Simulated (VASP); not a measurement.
# TiO2 (P1) in VASP: single point with LDA

Aim: the single point of TiO2 with LDA.

All numbers are computed with VASP 6.6.1; they aren't measurements. Logs are shortened: lines on timing, memory, paths and dates and some standing lists are left out, and cuts for length are marked.

### 1 The cell of the first run

The typed cell holds 6 atoms: a = 3.739 Å, b = 3.739 Å, c = 5.417 Å, α = 110.18°, β = 110.18°, γ = 90.00°.

### 2 Single point, LDA (atoms moved at random)

INCAR reads:

```
PREC = Accurate
ENCUT = 600
EDIFF = 1E-6
ISMEAR = 0
SIGMA = 0.05
LREAL = False
LASPH = True
NELM = 120
ALGO = Normal
ISIF = 2
LWAVE = False
LCHARG = True
LELF = True
LVHAR = True
NBANDS = 33
GGA_COMPAT = False
```

KPOINTS reads:

```
Automatic mesh
0
Gamma
  6 6 6
```

POSCAR reads:

```
TiO2
1.0
    2.6439701383     -2.6439844163     -0.0194578682
    2.6439701383      2.6439844163     -0.0194578682
   -2.6076204707      0.0000000000      4.7475905808
Ti O
2 4
Direct
    0.1266476749      0.8519133372      0.2787499015
    0.8650096762      0.0652510086      0.7356664338
    0.4013632768      0.1688795015      0.6902310429
    0.6628661194      0.9057289169      0.3378286358
    0.9060722800      0.6300107726      0.7827229319
    0.0380409728      0.3782164632      0.1748010540
```

Potentials or basis: VASP PAW LDA potentials, release 64 (Ti_sv, O).

Launch:

```sh
$ cat potpaw_LDA.64/Ti_sv/POTCAR potpaw_LDA.64/O/POTCAR > POTCAR
$ mpirun -np 1 vasp_std > vasp.out
```

OUTCAR:

```text
PREC = Accurate
   ENCUT = 600
   EDIFF = 1E-6
   ISMEAR = 0
   LREAL = False
   LASPH = True
   NELM = 120
   ISIF = 2

 ion  position               nearest neighbor table
   1  0.127  0.852  0.279-   6 1.66   4 1.87   4 1.92   3 2.01   6 2.22   5 2.35   2 2.83   2 2.88

   2  0.865  0.065  0.736-   3 1.73   5 1.73   4 1.89   5 2.04   6 2.11   3 2.15   1 2.83   1 2.88

   3  0.401  0.169  0.690-   2 1.73   1 2.01   2 2.15
   4  0.663  0.906  0.338-   1 1.87   2 1.89   1 1.92
   5  0.906  0.630  0.783-   2 1.73   2 2.04   1 2.35
   6  0.038  0.378  0.175-   1 1.66   2 2.11   1 2.22

  LATTYP: Found a base centered monoclinic cell.
 ALAT       =     5.2880834717
 B/A-ratio  =     0.9999783212
 C/A-ratio  =     1.0242985982
 COS(beta)  =    -0.4878520667

  Lattice vectors:

 A1 = (   2.6439701383,  -2.6439844163,  -0.0194578682)
 A2 = (   2.6439701383,   2.6439844163,  -0.0194578682)
 A3 = (  -2.6076204707,   0.0000000000,   4.7475905808)

Analysis of symmetry for initial positions (statically):
=====================================================================
 Subroutine PRICEL returns:
 Original cell was already a primitive cell.

 Routine SETGRP: Setting up the symmetry group for a
 base centered monoclinic supercell.

 Subroutine GETGRP returns: Found  1 space group operations
 (whereof  1 operations were pure point group operations)
 out of a pool of  4 trial point group operations.

The static configuration has the point symmetry C_1 .

Analysis of symmetry for dynamics (positions and initial velocities):
=====================================================================
 Subroutine PRICEL returns:
 Original cell was already a primitive cell.

 Routine SETGRP: Setting up the symmetry group for a
 base centered monoclinic supercell.

 Subroutine GETGRP returns: Found  1 space group operations
 (whereof  1 operations were pure point group operations)
 out of a pool of  4 trial point group operations.

The dynamic configuration has the point symmetry C_1 .

 Subroutine INISYM returns: Found  1 space group operations
 (whereof  1 operations are pure point group operations),
 and found     1 'primitive' translations

----------------------------------------------------------------------------------------

                                     Primitive cell

  volume of cell :      66.1089

  direct lattice vectors                    reciprocal lattice vectors
     2.643970138 -2.643984416 -0.019457868     0.189877056 -0.189108528  0.104290227
     2.643970138  2.643984416 -0.019457868     0.189877056  0.189108528  0.104290227
    -2.607620471  0.000000000  4.747590581     0.001556412  0.000000000  0.211488020

  length of vectors
     3.739199151  3.739199151  5.416576487     0.287561790  0.287561790  0.211493747

  position of ions in fractional coordinates (direct lattice)
     0.126647675  0.851913337  0.278749901
     0.865009676  0.065251009  0.735666434
     0.401363277  0.168879502  0.690231043
     0.662866119  0.905728917  0.337828636
     0.906072280  0.630010773  0.782722932
     0.038040973  0.378216463  0.174801054

  ion indices of the primitive-cell ions
   primitive index   ion index
                 1           1
                 2           2
                 3           3
                 4           4
                 5           5
                 6           6

----------------------------------------------------------------------------------------

 KPOINTS: Automatic mesh

Automatic generation of k-mesh.
 Grid dimensions read from file:
 generate k-points for:    6    6    6

 Generating k-lattice:

  Cartesian coordinates                     Fractional coordinates (reciprocal lattice)
     0.031646176 -0.031518088  0.017381704     0.166666667 -0.000000000  0.000000000
     0.031646176  0.031518088  0.017381704    -0.000000000  0.166666667  0.000000000
     0.000259402  0.000000000  0.035248003     0.000000000  0.000000000  0.166666667

  Length of vectors
     0.047926965  0.047926965  0.035248958

  Shift w.r.t. Gamma in fractional coordinates (k-lattice)
     0.000000000  0.000000000  0.000000000

 Subroutine IBZKPT returns following result:
 ===========================================

 Found    112 irreducible k-points:

 Following reciprocal coordinates:
            Coordinates               Weight
  0.000000  0.000000  0.000000      1.000000
  0.166667 -0.000000  0.000000      2.000000
  0.000000 -0.166667 -0.000000      2.000000
  0.333333 -0.000000  0.000000      2.000000
  0.000000 -0.333333 -0.000000      2.000000
  0.500000 -0.000000  0.000000      1.000000
[... 16 lines left out ...]
  0.000000 -0.166667 -0.166667      2.000000
  0.333333 -0.000000  0.166667      2.000000
 [... further k-points ...]
   k-points           NKPTS =    112   k-points in BZ     NKDIM =    112   number of bands    NBANDS=     33
   number of dos      NEDOS =    301   number of ions     NIONS =      6
   total plane-waves  NPLWV =  43200
   dimension x,y,z NGX =    30 NGY =   30 NGZ =   48
   dimension x,y,z NGXF=    60 NGYF=   60 NGZF=   96
   ions per type =               2   4
   NGX,Y,Z   is equivalent  to a cutoff of  13.34, 13.34, 14.73 a.u.
   NGXF,Y,Z  is equivalent  to a cutoff of  26.68, 26.68, 29.46 a.u.
 SYSTEM =  unknown system
   PREC   = accura    normal or accurate (medium, high low for compatibility)
   ISTART =      0    job   : 0-new  1-cont  2-samecut
   ICHARG =      2    charge: 1-file 2-atom 10-const
   ISPIN  =      1    spin polarized calculation?
   LNONCOLLINEAR =      F non collinear calculations
   LSORBIT =      F    spin-orbit coupling
   LASPH  =      T    aspherical Exc in radial PAW
   ENCUT  =  600.0 eV  44.10 Ry    6.64 a.u.   7.47  7.47 10.82*2*pi/ulx,y,z
   NELM   =    120;   NELMIN=  2; NELMDL= -5     # of ELM steps
   EDIFF  = 0.1E-05   stopping-criterion for ELM
   LREAL  =      F    real-space projection
   EDIFFG = 0.1E-04   stopping-criterion for IOM
   NSW    =      0    number of steps for IOM
   IBRION =     -1    ionic relax: 0-MD 1-quasi-New 2-CG
   NFREE  =      0    steps in history (QN), initial steepest desc. (CG)
   ISIF   =      2    stress and relaxation
   ISYM   =      2    0-nonsym 1-usesym 2-fastsym
   POTIM  = 0.5000    time-step for ionic-motion
   TEBEG  =    0.0;   TEEND  =   0.0 temperature during run
   PSTRESS=    0.0 pullay stress
   NELECT =      48.0000    total number of electrons
   NUPDOWN=      -1.0000    fix difference up-down
   EMIN   =  10.00;   EMAX   =-10.00  energy-range for DOS
   EFERMI =   0.00;   METHOD = LEGACY
   ISMEAR =     0;   SIGMA  =   0.05  broadening in eV -4-tet -1-fermi 0-gaus
   EFERMI_NEDOS =   21; number of points for ismear=-14 and -15
   IALGO  =     38    algorithm
   IMIX   =      4    mixing-type and parameters
     AMIX     =   0.40;   BMIX     =  1.00
     AMIX_MAG =   1.60;   BMIX_MAG =  1.00
  volume/ion in A,a.u.               =      11.02        74.35
  Fermi-wavevector in a.u.,A,eV,Ry     =   1.471416  2.780572 29.457482  2.165064
  Thomas-Fermi vector in A             =   2.586554
   LORBIT       =      0    0 simple, 1 ext, 2 COOP (PROOUT), +10 PAW based schemes
   GGA     = CA    functional components
   LHFCALC =     F    Hartree Fock is set to
   AEXX    =    0.0000 exact exchange contribution
   IVDW    =     0    specifies the selected vdW correction
   LEPSILON=     F    determine dielectric tensor
   LRPA    =     F    only Hartree local field effects (RPA)
 non-spin polarized calculation
 Gauss-broadening in eV      SIGMA  =   0.05
  energy-cutoff  :      600.00
  volume of cell :       66.11
 maximum number of plane-waves:      2258
 NGX is ok and might be reduce to    30
   NGX = 15   NGY = 15   NGZ = 21

 number of electron      47.9999999 magnetization

 Free energy of the ion-electron system (eV)
  ---------------------------------------------------
  ext. energy  EPLUGINS =         0.00000000
  ---------------------------------------------------
  free energy    TOTEN  =       -56.95366727 eV

  energy without entropy =      -56.95366727  energy(sigma->0) =      -56.95366727

 E-fermi :   4.1955     XC(G=0): -11.5001

 val. band max:        3.9304997083   @ k =   0.5000   0.5000   0.5000
 cond. band min:       5.5406193592   @ k =   0.0000   0.0000   0.5000
 fundamental gap:      1.6101196509
 Fermi energy:         4.1954634685

 k-point     1 :       0.0000    0.0000    0.0000
  band No.  band energies     occupation
      1     -52.1097      2.00000
      2     -51.5096      2.00000
      3     -29.0177      2.00000
      4     -28.8408      2.00000
      5     -28.8029      2.00000
      6     -28.3542      2.00000
[... 25 lines left out ...]
     32       9.3244      0.00000
     33       9.5772      0.00000

 k-point     2 :       0.1667   -0.0000    0.0000
  band No.  band energies     occupation
      1     -52.1082      2.00000
      2     -51.5095      2.00000
      3     -29.0163      2.00000
      4     -28.8726      2.00000
      5     -28.8100      2.00000
      6     -28.3678      2.00000
[... 25 lines left out ...]
     32       9.5385      0.00000
     33      10.0657      0.00000

 k-point     3 :       0.0000   -0.1667   -0.0000
  band No.  band energies     occupation
      1     -52.1087      2.00000
      2     -51.5091      2.00000
      3     -29.0322      2.00000
      4     -28.8408      2.00000
      5     -28.8048      2.00000
      6     -28.3598      2.00000
[... 25 lines left out ...]
     32       9.7665      0.00000
     33      10.0639      0.00000

 k-point     4 :       0.3333   -0.0000    0.0000
  band No.  band energies     occupation
      1     -52.1053      2.00000
      2     -51.5095      2.00000
      3     -29.0140      2.00000
      4     -28.9449      2.00000
      5     -28.8145      2.00000
      6     -28.3900      2.00000
[... 25 lines left out ...]
     32       9.7684      0.00000
     33      10.4338      0.00000

 k-point     5 :       0.0000   -0.3333   -0.0000
  band No.  band energies     occupation
      1     -52.1067      2.00000
      2     -51.5082      2.00000
      3     -29.0659      2.00000
      4     -28.8382      2.00000
      5     -28.8070      2.00000
      6     -28.3743      2.00000
[... 604 lines left out ...]
 k-point    22 :       0.1667   -0.0000    0.1667
  band No.  band energies     occupation
      1     -52.1075      2.00000
      2     -51.5104      2.00000
      3     -29.0082      2.00000
      4     -28.8701      2.00000
      5     -28.7982      2.00000
      6     -28.3745      2.00000
[... 25 lines left out ...]
     32       9.7229      0.00000
     33      10.0528      0.00000

 k-point    23 :       0.0000   -0.1667   -0.1667
  band No.  band energies     occupation
      1     -52.1080      2.00000
      2     -51.5100      2.00000
      3     -29.0240      2.00000
      4     -28.8278      2.00000
      5     -28.8056      2.00000
      6     -28.3592      2.00000
[... 25 lines left out ...]
     32       9.7051      0.00000
     33      10.1280      0.00000

 k-point    24 :       0.3333   -0.0000    0.1667
  band No.  band energies     occupation
      1     -52.1048      2.00000
      2     -51.5100      2.00000
      3     -29.0077      2.00000
      4     -28.9459      2.00000
      5     -28.8062      2.00000
      6     -28.3910      2.00000
[... 25 lines left out ...]
     32       9.7921      0.00000
     33      10.3760      0.00000

 [... further k-points ...]
[... 5 lines left out ...]
  --------------------------------------------------------------------------------------
  -------------------------------------------------------------------------------------
  Total        5.8139204      7.7475388     -0.2662467     -0.2764463      1.3691346     -1.5581532
  in kB      140.9029218    187.7650173     -6.4526062     -6.6997980     33.1815801    -37.7625291
  external PRESSURE =     107.4051110 kB  Pullay stress =       0.0000000 kB

 VOLUME and BASIS-vectors are now :
 -----------------------------------------------------------------------------
  energy-cutoff  :      600.00
  volume of cell :       66.11
      direct lattice vectors                 reciprocal lattice vectors
     2.643970138 -2.643984416 -0.019457868     0.189877056 -0.189108528  0.104290227
     2.643970138  2.643984416 -0.019457868     0.189877056  0.189108528  0.104290227
    -2.607620471  0.000000000  4.747590581     0.001556412  0.000000000  0.211488020

 POSITION                                       TOTAL-FORCE (eV/Angst)
 -----------------------------------------------------------------------------------
      1.86041      1.91759      1.30435         3.335893      1.951490     -0.784638
      0.54124     -2.11455      3.47454         2.670397     -0.218546      1.538227
     -0.29216     -0.61468      3.26584        -4.341450      2.355064     -1.256148
      3.26639      0.64213      1.57335         0.434414     -0.144986     -0.524795
      2.02031     -0.72990      3.68616         0.565719     -0.401846      1.839740
      0.64476      0.89942      0.82178        -2.664973     -3.541176     -0.812386
 -----------------------------------------------------------------------------------
    total drift:                               -0.000114      0.000317     -0.000332

  FREE ENERGIE OF THE ION-ELECTRON SYSTEM (eV)
  ---------------------------------------------------
  free  energy   TOTEN  =       -56.9536672668 eV

  energy  without entropy=      -56.9536672668  energy(sigma->0) =      -56.95366727
```

Wall time 8.9 min (1 thread of Intel Xeon 8259CL, shared host); peak memory 0.34 GiB.

Results:

| Quantity | Value |
| --- | --- |
| Free energy | -56.9537 eV |
| Pressure | 10.7 GPa |
| Largest force | 5.096 eV/Å |
| Band gap on the k mesh | 1.61 eV (least direct gap 2.55 eV) |

Forces on the atoms (eV/Å):
```
Ti   3.336  1.951 -0.785
Ti   2.670 -0.219  1.538
O   -4.341  2.355 -1.256
O    0.434 -0.145 -0.525
O    0.566 -0.402  1.840
O   -2.665 -3.541 -0.812
```

Stress tensor (GPa, compression positive):
```
14.09 -0.67 -3.78
-0.67 18.78  3.32
-3.78  3.32 -0.65
```

Levels at points of the mesh, in eV from the valence-band top:
```csv
k point,band 20,band 21,band 22,band 23,band 24,band 25,band 26,band 27,band 28,band 29
"(0.00, 0.00, 0.00)",-1.94,-1.48,-1.35,-1.29,-1.08,1.96,2.73,3.05,3.55,4.06
"(0.50, 0.00, 0.00)",-2.40,-2.13,-1.54,-1.46,-1.15,2.90,3.20,3.34,3.85,4.05
"(0.00, 0.50, 0.00)",-2.44,-2.06,-1.69,-1.38,-0.77,2.28,2.97,3.05,3.82,4.12
"(0.50, 0.50, 0.00)",-3.28,-2.85,-2.29,-0.57,-0.06,2.77,3.16,3.74,4.32,4.64
"(0.00, 0.00, 0.50)",-2.28,-1.85,-1.40,-1.11,-0.94,1.61,3.15,3.30,3.56,3.77
"(0.50, 0.00, 0.50)",-2.35,-1.91,-1.65,-1.37,-1.11,2.77,3.13,3.79,3.93,4.25
"(0.00, 0.50, 0.50)",-2.79,-2.21,-1.92,-1.13,-0.61,2.12,2.92,3.13,4.07,4.17
"(0.50, 0.50, 0.50)",-3.46,-2.73,-2.18,-0.69,0.00,2.81,3.06,3.90,4.19,4.65
```

Caveat: the cell differs from its parent crystal (atoms moved at random); the stress differs along the axes, from -1 to 19 GPa; forces of over 1 eV/Å act on the atoms, so gaps and moduli don't describe the material at rest. A k mesh can miss the band edges.
